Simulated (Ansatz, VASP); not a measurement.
**BaHCl in VASP and in Ansatz**

```
Ba H Cl
1.0
     4.28701    0.00000    0.00000
     0.00000    4.28701    0.00000
     0.00000    0.00000    6.95697
Ba H Cl
2 2 2
Direct
  0.00000 0.50000 0.20954
  0.50000 0.00000 0.79046
  0.00000 0.00000 0.00000
  0.50000 0.50000 0.00000
  0.00000 0.50000 0.65826
  0.50000 0.00000 0.34174
```

Alike in both runs: task single point; functional LDA; k mesh 6 × 6 × 4; occupations gaussian, width 0.02 eV; no spin polarisation.

```csv
,VASP,Ansatz
version,VASP 6.6.1,Ansatz 0.2.0
potentials or method,"VASP PAW LDA potentials, release 64 (Ba_sv, H, Cl), cutoff 520 eV","scalar-relativistic, plane waves, PAW"
valence electrons in the cell,36,36
```

```csv
,VASP,Ansatz,Ansatz less VASP
gap on the k mesh at the Fermi level (eV),2.72,2.72,0.000
least direct gap on the mesh (eV),2.72,2.72,0.000
```

LDA's correlation is that of Perdew and Zunger in VASP and of Perdew and Wang (1992) in Ansatz.

Spin-orbit coupling is off throughout.
